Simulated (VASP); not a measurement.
The system is In.

```
In
1.0
     1.70238    0.98287    8.36843
    -1.70238    0.98287    8.36843
     0.00000   -1.96574    8.36843
In
3
Direct
  0.22199 0.22199 0.22199
  0.77801 0.77801 0.77801
  0.00000 0.00000 0.00000
```

Base run:

| Item | Value |
| --- | --- |
| Program | VASP 6.6.1 |
| Functional | PBEsol |
| Potentials or basis | VASP PAW PBE potentials, release 64 (In_d) |
| Cutoff | 520 eV |
| k mesh | 9 × 9 × 9 |
| Occupations | fermi-dirac, width 0.05 eV |
| Spin | no spin polarisation |

Its results: pressure -3.1 GPa; largest force 0.040 eV/Å.

**Question.** The run is repeated on the same cell with these changes: functional from PBEsol to PBE; further incar settings from ALGO = Fast; EDIFF = 1e-06; NBANDS = 26 to ALGO = Fast; EDIFF = 1e-07; NBANDS = 26. What comes out?

**Answer.** Pressure -0.4 GPa; largest force 0.037 eV/Å.

Caveats: the PAW data sets were made with another functional, which shifts forces and pressure a little (some runs).
